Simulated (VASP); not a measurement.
Here is a VASP 6.6.1 calculation.

File INCAR:

```
PREC = Accurate
ENCUT = 520
EDIFF = 1E-6
ISMEAR = 0
SIGMA = 0.1
LREAL = F
LASPH = T
NELM = 100
ALGO = Normal
ISIF = 2
LWAVE = F
LCHARG = F
GGA = PE
NBANDS = 32
```

File KPOINTS:

```
regular mesh
0
Gamma
  6 6 6
```

Contents of POSCAR:

```
SrGa3
1.0
   -2.2449294156      2.2449294156      4.2282621814
    2.2449294156     -2.2449294156      4.2282621814
    2.2449294156      2.2449294156     -4.2282621814
Sr Ga
1 3
Direct
    0.0000000000      0.0000000000      0.0000000000
    0.7500000000      0.2500000000      0.5000000000
    0.2500000000      0.7500000000      0.5000000000
    0.5000000000      0.5000000000      0.0000000000
```

Potentials or basis: VASP PAW PBE potentials, release 64 (Sr_sv, Ga_d).

Launch:

```bash
$ cat potpaw_PBE.64/Sr_sv/POTCAR potpaw_PBE.64/Ga_d/POTCAR > POTCAR
$ mpirun -np 1 vasp_std > vasp.out
```

(1) Estimate the pressure.

## Answers

(1) 5.0 GPa.

Caveat: the cell differs from its parent crystal (Be replaced by Sr, lengths x 1.129, strained).
